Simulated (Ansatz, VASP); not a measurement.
## Ta4Ti: VASP beside Ansatz

Contents of INCAR:

```
ALGO = Fast
EDIFF = 1E-6
EDIFFG = -0.04
ENCUT = 600
GGA = PE
IBRION = 2
ISIF = 3
ISMEAR = 0
LASPH = True
LCHARG = False
LREAL = False
LWAVE = False
NELM = 60
NSW = 90
PREC = Accurate
SIGMA = 0.1
```

The input KPOINTS:

```
k-points
0
Gamma
  4 4 4
```

File POSCAR:

```
Ta4Ti
1.0
   -2.7364450700      2.7364450700      2.7364450700
    2.7364450700     -2.7364450700      2.7364450700
    2.7364450700      2.7364450700     -2.7364450700
Ti Ta
1 4
Direct
    0.0000000000      0.0000000000      0.0000000000
    0.0000000000      0.0000000000      0.5000000000
    0.5000000000      0.0000000000      0.0000000000
    0.0000000000      0.5000000000      0.0000000000
    0.5000000000      0.5000000000      0.5000000000
```

Input for Ansatz:

```yaml
crystal:
  lattice:
    - [-2.73644507, 2.73644507, 2.73644507]
    - [2.73644507, -2.73644507, 2.73644507]
    - [2.73644507, 2.73644507, -2.73644507]
  atoms:
    - { symbol: Ti, position: [0.0, 0.0, 0.0] }
    - { symbol: Ta, position: [0.0, 0.0, 0.5] }
    - { symbol: Ta, position: [0.5, 0.0, 0.0] }
    - { symbol: Ta, position: [0.0, 0.5, 0.0] }
    - { symbol: Ta, position: [0.5, 0.5, 0.5] }
basis:
  ecutwfc: 420
kpoints:
  mp_grid: { grid: [4, 4, 4] }
hamiltonian:
  xc: pbe
scf:
  occupations: { method: gaussian, width: 0.1 }
  lower_state_search: "off"
output:
  forces: true
  stress: true
  eigenvalues: true
relax:
  adjacent_minimum: "off"
  f_tol: 0.04
  max_steps: 70
  cell: { stress_tol: 0.4 }
```

Change from the starting cell: species swapped into the Hg4Pt type (Im-3m, No. 229).

Alike in both runs: task relaxation of cell and atoms; functional PBE; k mesh 4 × 4 × 4; occupations gaussian, width 0.1 eV; no spin polarisation.

```csv
,VASP,Ansatz
version,VASP 6.6.1,Ansatz 0.2.0
potentials or method,"VASP PAW PBE potentials, release 64 (Ti_sv, Ta_pv), cutoff 600 eV","scalar-relativistic, plane waves, PAW"
valence electrons in the cell,56,64
```

VASP gave:

| Item | Value |
| --- | --- |
| gap on the k mesh at the Fermi level, each at its own relaxed structure (eV) | none |
| relaxed volume (Å³/atom) | 21.18 |
| relaxed cell length with the largest relative difference (Å) | 5.162 |

Q: What did Ansatz give for the same quantities?

A: gap on the k mesh at the Fermi level, each at its own relaxed structure (eV): none; relaxed volume (Å³/atom): 21.17; relaxed cell length with the largest relative difference (Å): 5.162.

A gap of «none» marks a metal or a gap that the smearing closes. VASP's potentials hold 56 valence electrons a cell and Ansatz's 64, so a difference there can come from the potentials and not from the codes.

The k mesh is coarse, so the values compare programs but aren't converged. Neither program's run includes spin-orbit coupling. Noted on VASP's run: the volume moved by over 15 % at a fixed basis, so the end points are rough.
